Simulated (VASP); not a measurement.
# Be5Te2 (P3m1) in VASP: a series of runs

Runs on Be5Te2. Level: PBE. Tasks: single point.

Everything below comes from runs of VASP 6.6.1. Logs are shortened: lines on timing, memory, paths and dates and some standing lists are left out, and cuts for length are marked.

## Step 1: The cell of the first run

The structure is trigonal, space group P3m1 (No. 156). The conventional cell has a = 3.832 Å, b = 3.832 Å, c = 9.152 Å, α = 90.00°, β = 90.00°, γ = 120.00°. Be (site symmetry 3m) has 7 Be at 2.19 to 2.26 Å within 2.9 Å. Be (site symmetry 3m) has 4 Be at 2.19 to 2.82 Å and 3 Te at 2.44 Å within 2.9 Å. Be (site symmetry 3m) has 9 Be at 2.25 to 2.82 Å and 1 Te at 2.77 Å within 3.0 Å. Within 2.9 Å of Be (site symmetry 3m) lie 6 Be at 2.21 to 2.25 Å and 1 Te at 2.61 Å. Within 3.1 Å of Be (site symmetry 3m) lie 4 Te at 2.38 to 2.48 Å. Te (site symmetry 3m) has 4 Be at 2.38 to 2.61 Å within 3.1 Å. Te (site symmetry 3m) has 5 Be at 2.44 to 2.77 Å within 3.2 Å.

## Step 2: Single point, PBE

Input file INCAR:

```
SYSTEM = Be5Te2
PREC = Accurate
ENCUT = 520
EDIFF = 1E-6
ISMEAR = 0
SIGMA = 0.1
LREAL = .FALSE.
LASPH = .TRUE.
NELM = 60
ALGO = Fast
ISIF = 2
LWAVE = .FALSE.
LCHARG = .FALSE.
GGA = PE
NBANDS = 20
```

Input file KPOINTS:

```
regular mesh
0
G
  12 12 4
  0 0 0
```

Input file POSCAR:

```
Be5Te2
1.0
    3.8317712820      0.0000000000      0.0000000000
   -1.9158856410      3.3184112717      0.0000000000
    0.0000000000      0.0000000000      9.1517447365
Be Te
5 2
Direct
    0.0000000000      0.0000000000      0.0004677129
    0.0000000000      0.0000000000      0.7612369011
    0.6666666667      0.3333333333      0.9515851924
    0.3333333333      0.6666666667      0.9973107631
    0.6666666667      0.3333333333      0.3781226579
    0.3333333333      0.6666666667      0.2820000429
    0.6666666667      0.3333333333      0.6492767297
```

Potentials or basis: VASP PAW PBE potentials, release 64 (Be, Te).

The run is started by

```sh
$ cat potpaw_PBE.64/Be/POTCAR potpaw_PBE.64/Te/POTCAR > POTCAR
$ mpirun -np 1 vasp_std > vasp.out
```

OUTCAR:

```text
SYSTEM = Be5Te2
   PREC = Accurate
   ENCUT = 520
   EDIFF = 1E-6
   ISMEAR = 0
   LREAL = .FALSE.
   LASPH = .TRUE.
   NELM = 60
   ISIF = 2
   GGA = PE

 ion  position               nearest neighbor table
   1  0.000  0.000  0.000-   2 2.19   4 2.21   4 2.21   4 2.21   3 2.26   3 2.26   3 2.26
   2  0.000  0.000  0.761-   1 2.19   7 2.44   7 2.44   7 2.44
   3  0.667  0.333  0.952-   4 2.25   4 2.25   4 2.25   1 2.26   1 2.26   1 2.26   7 2.77
   4  0.333  0.667  0.997-   1 2.21   1 2.21   1 2.21   3 2.25   3 2.25   3 2.25   6 2.61
   5  0.667  0.333  0.378-   6 2.38   6 2.38   6 2.38   7 2.48
   6  0.333  0.667  0.282-   5 2.38   5 2.38   5 2.38   4 2.61
   7  0.667  0.333  0.649-   2 2.44   2 2.44   2 2.44   5 2.48   3 2.77

  LATTYP: Found a hexagonal cell.
 ALAT       =     3.8317712820
 C/A-ratio  =     2.3883849173

  Lattice vectors:

 A1 = (   3.8317712820,   0.0000000000,   0.0000000000)
 A2 = (  -1.9158856410,   3.3184112717,   0.0000000000)
 A3 = (   0.0000000000,   0.0000000000,   9.1517447365)

Analysis of symmetry for initial positions (statically):
=====================================================================
 Subroutine PRICEL returns:
 Original cell was already a primitive cell.

 Routine SETGRP: Setting up the symmetry group for a
 hexagonal supercell.

 Subroutine GETGRP returns: Found  6 space group operations
 (whereof  6 operations were pure point group operations)
 out of a pool of 24 trial point group operations.

The static configuration has the point symmetry C_3v.

Analysis of symmetry for dynamics (positions and initial velocities):
=====================================================================
 Subroutine PRICEL returns:
 Original cell was already a primitive cell.

 Routine SETGRP: Setting up the symmetry group for a
 hexagonal supercell.

 Subroutine GETGRP returns: Found  6 space group operations
 (whereof  6 operations were pure point group operations)
 out of a pool of 24 trial point group operations.

The dynamic configuration has the point symmetry C_3v.

 Subroutine INISYM returns: Found  6 space group operations
 (whereof  6 operations are pure point group operations),
 and found     1 'primitive' translations

----------------------------------------------------------------------------------------

                                     Primitive cell

  volume of cell :     116.3680

  direct lattice vectors                    reciprocal lattice vectors
     3.831771282  0.000000000  0.000000000     0.260975911  0.150674512  0.000000000
    -1.915885641  3.318411272  0.000000000     0.000000000  0.301349025  0.000000000
     0.000000000  0.000000000  9.151744736     0.000000000  0.000000000  0.109268782

  length of vectors
     3.831771282  3.831771282  9.151744736     0.301349025  0.301349025  0.109268782

  position of ions in fractional coordinates (direct lattice)
     0.000000000  0.000000000  0.000467713
     0.000000000  0.000000000  0.761236901
     0.666666667  0.333333333  0.951585192
     0.333333333  0.666666667  0.997310763
     0.666666667  0.333333333  0.378122658
     0.333333333  0.666666667  0.282000043
     0.666666667  0.333333333  0.649276730

  ion indices of the primitive-cell ions
   primitive index   ion index
                 1           1
                 2           2
                 3           3
                 4           4
                 5           5
                 6           6
                 7           7

----------------------------------------------------------------------------------------

 KPOINTS: regular mesh

Automatic generation of k-mesh.
 Grid dimensions read from file:
 generate k-points for:   12   12    4

 Generating k-lattice:

  Cartesian coordinates                     Fractional coordinates (reciprocal lattice)
     0.021747993  0.012556209  0.000000000     0.083333333  0.000000000  0.000000000
     0.000000000  0.025112419  0.000000000     0.000000000  0.083333333  0.000000000
     0.000000000  0.000000000  0.027317195     0.000000000  0.000000000  0.250000000

  Length of vectors
     0.025112419  0.025112419  0.027317195

  Shift w.r.t. Gamma in fractional coordinates (k-lattice)
     0.000000000  0.000000000  0.000000000

 Subroutine IBZKPT returns following result:
 ===========================================

 Found     69 irreducible k-points:

 Following reciprocal coordinates:
            Coordinates               Weight
  0.000000  0.000000  0.000000      1.000000
  0.083333  0.000000  0.000000      6.000000
  0.166667  0.000000  0.000000      6.000000
  0.250000  0.000000  0.000000      6.000000
  0.333333  0.000000  0.000000      6.000000
  0.416667  0.000000  0.000000      6.000000
[... 16 lines left out ...]
  0.166667  0.000000  0.250000      6.000000
  0.000000  0.166667  0.250000      6.000000
 [... further k-points ...]
   k-points           NKPTS =     69   k-points in BZ     NKDIM =     69   number of bands    NBANDS=     20
   number of dos      NEDOS =    301   number of ions     NIONS =      7
   total plane-waves  NPLWV =  54880
   dimension x,y,z NGX =    28 NGY =   28 NGZ =   70
   dimension x,y,z NGXF=    56 NGYF=   56 NGZF=  140
   ions per type =               5   2
   NGX,Y,Z   is equivalent  to a cutoff of  12.15, 12.15, 12.72 a.u.
   NGXF,Y,Z  is equivalent  to a cutoff of  24.30, 24.30, 25.43 a.u.
 SYSTEM =  Be5Te2
   PREC   = accura    normal or accurate (medium, high low for compatibility)
   ISTART =      0    job   : 0-new  1-cont  2-samecut
   ICHARG =      2    charge: 1-file 2-atom 10-const
   ISPIN  =      1    spin polarized calculation?
   LNONCOLLINEAR =      F non collinear calculations
   LSORBIT =      F    spin-orbit coupling
   LASPH  =      T    aspherical Exc in radial PAW
   ENCUT  =  520.0 eV  38.22 Ry    6.18 a.u.   7.12  7.12 17.02*2*pi/ulx,y,z
   NELM   =     60;   NELMIN=  2; NELMDL= -5     # of ELM steps
   EDIFF  = 0.1E-05   stopping-criterion for ELM
   LREAL  =      F    real-space projection
   EDIFFG = 0.1E-04   stopping-criterion for IOM
   NSW    =      0    number of steps for IOM
   IBRION =     -1    ionic relax: 0-MD 1-quasi-New 2-CG
   NFREE  =      0    steps in history (QN), initial steepest desc. (CG)
   ISIF   =      2    stress and relaxation
   ISYM   =      2    0-nonsym 1-usesym 2-fastsym
   POTIM  = 0.5000    time-step for ionic-motion
   TEBEG  =    0.0;   TEEND  =   0.0 temperature during run
   PSTRESS=    0.0 pullay stress
   NELECT =      22.0000    total number of electrons
   NUPDOWN=      -1.0000    fix difference up-down
   EMIN   =  10.00;   EMAX   =-10.00  energy-range for DOS
   EFERMI =   0.00;   METHOD = LEGACY
   ISMEAR =     0;   SIGMA  =   0.10  broadening in eV -4-tet -1-fermi 0-gaus
   EFERMI_NEDOS =   21; number of points for ismear=-14 and -15
   IALGO  =     68    algorithm
   IMIX   =      4    mixing-type and parameters
     AMIX     =   0.40;   BMIX     =  1.00
     AMIX_MAG =   1.60;   BMIX_MAG =  1.00
  volume/ion in A,a.u.               =      16.62       112.18
  Fermi-wavevector in a.u.,A,eV,Ry     =   0.939589  1.775565 12.011592  0.882827
  Thomas-Fermi vector in A             =   2.066916
   LORBIT       =      0    0 simple, 1 ext, 2 COOP (PROOUT), +10 PAW based schemes
   GGA     = PE    functional components
   LHFCALC =     F    Hartree Fock is set to
   AEXX    =    0.0000 exact exchange contribution
   IVDW    =     0    specifies the selected vdW correction
   LEPSILON=     F    determine dielectric tensor
   LRPA    =     F    only Hartree local field effects (RPA)
 non-spin polarized calculation
 RMM-DIIS sequential band-by-band and
 Gauss-broadening in eV      SIGMA  =   0.10
  energy-cutoff  :      520.00
  volume of cell :      116.37
 maximum number of plane-waves:      3174
   NGX = 15   NGY = 15   NGZ = 35

 number of electron      22.0000000 magnetization

 Free energy of the ion-electron system (eV)
  ---------------------------------------------------
  ext. energy  EPLUGINS =         0.00000000
  ---------------------------------------------------
  free energy    TOTEN  =       -23.99218918 eV

  energy without entropy =      -23.98332509  energy(sigma->0) =      -23.98775713

 E-fermi :   5.9517     XC(G=0):  -9.4187

 val. band max:        5.9488869592   @ k =   0.4167   0.0833   0.2500
 cond. band min:       6.0027351766   @ k =   0.1667   0.0000   0.0000
 fundamental gap:      0.0538482174
 Fermi energy:         5.9517057152

 k-point     1 :       0.0000    0.0000    0.0000
  band No.  band energies     occupation
      1      -7.3409      2.00000
      2      -6.7350      2.00000
      3      -2.1367      2.00000
      4       1.2583      2.00000
      5       1.5129      2.00000
      6       4.4616      2.00000
[... 12 lines left out ...]
     19      10.2725      0.00000
     20      10.3532      0.00000

 k-point     2 :       0.0833    0.0000    0.0000
  band No.  band energies     occupation
      1      -7.2750      2.00000
      2      -6.6753      2.00000
      3      -2.0643      2.00000
      4       1.3066      2.00000
      5       1.5597      2.00000
      6       3.8931      2.00000
[... 12 lines left out ...]
     19      10.2497      0.00000
     20      10.5389      0.00000

 k-point     3 :       0.1667    0.0000    0.0000
  band No.  band energies     occupation
      1      -7.0827      2.00000
      2      -6.5036      2.00000
      3      -1.8488      2.00000
      4       1.4077      2.00000
      5       1.6690      2.00000
      6       2.7978      2.00000
[... 12 lines left out ...]
     19      10.8623      0.00000
     20      11.3074      0.00000

 k-point     4 :       0.2500    0.0000    0.0000
  band No.  band energies     occupation
      1      -6.7832      2.00000
      2      -6.2461      2.00000
      3      -1.4960      2.00000
      4       1.1767      2.00000
      5       1.5433      2.00000
      6       2.0774      2.00000
[... 429 lines left out ...]
 k-point    23 :       0.1667    0.0000    0.2500
  band No.  band energies     occupation
      1      -7.0672      2.00000
      2      -6.5292      2.00000
      3      -1.6740      2.00000
      4       0.3985      2.00000
      5       2.5519      2.00000
      6       3.0885      2.00000
[... 12 lines left out ...]
     19      10.8580      0.00000
     20      10.9282      0.00000

 k-point    24 :       0.0000    0.1667    0.2500
  band No.  band energies     occupation
      1      -7.0673      2.00000
      2      -6.5291      2.00000
      3      -1.6775      2.00000
      4       0.4096      2.00000
      5       2.7027      2.00000
      6       2.9055      2.00000
[... 12 lines left out ...]
     19      10.5233      0.00000
     20      11.7065      0.00000

 [... further k-points ...]
[... 5 lines left out ...]
  --------------------------------------------------------------------------------------
  -------------------------------------------------------------------------------------
  Total        0.1166572      0.1166572      0.0684987     -0.0000000      0.0000000      0.0000000
  in kB        1.6061586      1.6061586      0.9431035     -0.0000000      0.0000000      0.0000000
  external PRESSURE =       1.3851402 kB  Pullay stress =       0.0000000 kB

 VOLUME and BASIS-vectors are now :
 -----------------------------------------------------------------------------
  energy-cutoff  :      520.00
  volume of cell :      116.37
      direct lattice vectors                 reciprocal lattice vectors
     3.831771282  0.000000000  0.000000000     0.260975911  0.150674512  0.000000000
    -1.915885641  3.318411272  0.000000000     0.000000000  0.301349025  0.000000000
     0.000000000  0.000000000  9.151744736     0.000000000  0.000000000  0.109268782

 POSITION                                       TOTAL-FORCE (eV/Angst)
 -----------------------------------------------------------------------------------
      0.00000      0.00000      0.00428        -0.000000     -0.000000      0.000999
      0.00000      0.00000      6.96665        -0.000000     -0.000000      0.018867
      1.91589      1.10614      8.70866        -0.000000     -0.000000     -0.000153
     -0.00000      2.21227      9.12713        -0.000000     -0.000000      0.001754
      1.91589      1.10614      3.46048        -0.000000     -0.000000      0.015072
     -0.00000      2.21227      2.58079         0.000000     -0.000000     -0.020915
      1.91589      1.10614      5.94201         0.000000      0.000000     -0.015623
 -----------------------------------------------------------------------------------
    total drift:                               -0.000000      0.000000     -0.000278

  FREE ENERGIE OF THE ION-ELECTRON SYSTEM (eV)
  ---------------------------------------------------
  free  energy   TOTEN  =       -23.9921891793 eV

  energy  without entropy=      -23.9833250900  energy(sigma->0) =      -23.98775713
```

Run time: 1.8 min. Hardware: 1 thread of Intel Xeon Platinum 8488C (Sapphire Rapids), shared host; peak memory 0.31 GiB.

What came out:

- Free energy: -23.9922 eV
- Pressure: 0.1 GPa
- Largest force: 0.021 eV/Å
- Band gap on the k mesh: zero (band 11 reaches 7.39 eV, above the bottom of band 12 at 5.67 eV)

Forces on the atoms (eV/Å):
```
Be   0.000  0.000  0.001
Be   0.000  0.000  0.019
Be   0.000  0.000  0.000
Be   0.000  0.000  0.002
Be   0.000  0.000  0.015
Te   0.000  0.000 -0.021
Te   0.000  0.000 -0.016
```

Caveat: spin-orbit coupling is left out, which moves the levels of the heavy elements.

## Step 3: Single point, PBE

Input file INCAR:

```
SYSTEM = Be5Te2
PREC     = Accurate       ! precision mode
ENCUT    = 520            ! plane-wave cutoff, eV
EDIFF    = 1E-7           ! SCF threshold, eV
ISMEAR   = 0              ! smearing method
SIGMA    = 0.1            ! smearing width, eV
LREAL    = .FALSE.        ! projectors in reciprocal space
LASPH    = .TRUE.         ! aspherical terms in the spheres
NELM     = 80             ! most SCF steps
ALGO     = Fast           ! electronic algorithm
ISIF     = 2              ! what is computed and relaxed
LWAVE    = .FALSE.        ! write WAVECAR
LCHARG   = .FALSE.        ! write CHGCAR
GGA      = PE             ! functional
NBANDS   = 20             ! bands
```

KPOINTS is that of step 2.

Input file POSCAR:

```
Be5Te2
1.0
    3.8319686369      0.0000000000      0.0000000000
   -1.9159843185      3.3185821861      0.0000000000
    0.0000000000      0.0000000000      9.1513460753
Be Te
5 2
Direct
    0.0000000000      0.0000000000      0.0004339338
    0.0000000000      0.0000000000      0.7611978662
    0.6666666667      0.3333333333      0.9515836461
    0.3333333333      0.6666666667      0.9974190444
    0.6666666667      0.3333333333      0.3781532508
    0.3333333333      0.6666666667      0.2819412518
    0.6666666667      0.3333333333      0.6492710068
```

Potentials or basis: VASP PAW PBE potentials, release 64 (Be, Te).

The run is started by

```sh
$ cat potpaw_PBE.64/Be/POTCAR potpaw_PBE.64/Te/POTCAR > POTCAR
$ mpirun -np 1 vasp_std > vasp.out
```

Wall time 1.9 min (1 thread of Intel Xeon Platinum 8488C (Sapphire Rapids), shared host); peak memory 0.31 GiB.

It converged, with:

- Free energy: -23.9922 eV
- Pressure: 0.1 GPa
- Largest force: 0.019 eV/Å
- Band gap on the k mesh: zero (band 11 reaches 7.39 eV, above the bottom of band 12 at 5.67 eV)

Forces in eV/Å, atoms in the order of the input:
```
Be   0.000  0.000  0.002
Be   0.000  0.000  0.019
Be   0.000  0.000  0.001
Be   0.000  0.000 -0.002
Be   0.000  0.000  0.011
Te   0.000  0.000 -0.015
Te   0.000  0.000 -0.016
```

Levels at points of the mesh, in eV from the Fermi level:
```
           k point  band 8  band 9  band 10  band 11  band 12  band 13  band 14  band 15
(0.00, 0.00, 0.00)   -1.01   -1.01     1.32     1.44     1.44     1.82     1.82     2.81
(0.50, 0.00, 0.00)   -3.08   -2.46    -2.46    -1.28    -0.28     1.11     1.63     2.62
(0.00, 0.00, 0.50)   -1.01   -1.01    -0.73     1.26     1.26     1.93     1.93     2.83
(0.50, 0.00, 0.50)   -3.08   -2.89    -2.77    -0.98     0.63     1.63     1.93     2.37
```

Caveat: spin-orbit coupling is left out, which moves the levels of the heavy elements.
